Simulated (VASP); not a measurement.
Set up this calculation in VASP 6.6.1, as the native input.

```yaml
Task: relaxation of cell and atoms
Functional: PBE
Potentials_or_basis: VASP PAW PBE potentials, release 64 (Ge_d, Pt)
Cutoff: 600 eV
k_mesh: 6 × 6 × 6
Occupations: gaussian, width 0.1 eV
Spin: no spin polarisation
Dipole_correction: no
Further_INCAR_settings: ALGO = Normal; EDIFF = 1e-07; IBRION = 2; EDIFFG = -0.04; NSW = 90; ISIF = 3
```

The structure of GePt lies in POSCAR:

```
GePt
1.0
    3.2642808900      0.0000000000      0.0000000000
    0.0000000000      3.2642808900      0.0000000000
    0.0000000000      0.0000000000      3.2642808900
Ge Pt
1 1
Direct
    0.0000000000      0.0000000000      0.0000000000
    0.5000000000      0.5000000000      0.5000000000
```

One way to write it, as run:

INCAR

```
ALGO     = Normal         # electronic algorithm
EDIFF    = 1E-7           # SCF threshold, eV
EDIFFG   = -0.04          # ionic threshold
ENCUT    = 600            # plane-wave cutoff, eV
GGA      = PE             # functional
IBRION   = 2              # ionic algorithm
ISIF     = 3              # what is computed and relaxed
ISMEAR   = 0              # smearing method
LASPH    = T              # aspherical terms in the spheres
LCHARG   = F              # write CHGCAR
LREAL    = F              # projectors in reciprocal space
LWAVE    = F              # write WAVECAR
NELM     = 80             # most SCF steps
NSW      = 90             # ionic steps
PREC     = Accurate       # precision mode
SIGMA    = 0.1            # smearing width, eV
```

KPOINTS

```
k-points
0
Gamma
  6 6 6
```

Potentials or basis: VASP PAW PBE potentials, release 64 (Ge_d, Pt).

Launch:

```sh
$ cat potpaw_PBE.64/Ge_d/POTCAR potpaw_PBE.64/Pt/POTCAR > POTCAR
$ mpirun -np 1 vasp_std > vasp.out
```

It gave:

| Quantity | Value |
| --- | --- |
| Relaxed volume | 16.31 Å³/atom |
| Relaxed cell | a = 3.195 Å, b = 3.195 Å, c = 3.195 Å, α = 90.00°, β = 90.00°, γ = 90.00° |
| Space group after relaxing (to 0.05 Å) | Pm-3m (No. 221) |
| Energy gained by relaxing | 28.8 meV/atom |
| Ionic steps | 3 |
| Pressure after relaxing | 0.0 GPa |
| Band gap on the k mesh | zero (band 12 reaches 11.90 eV, above the bottom of band 13 at 8.26 eV) |

Caveat: spin-orbit coupling is left out, which moves the levels of the heavy elements.

Run time: 22 s on 1 thread of AMD EPYC 9R45 96-Core Processor (Zen 5) (shared host), peak memory 0.14 GiB.
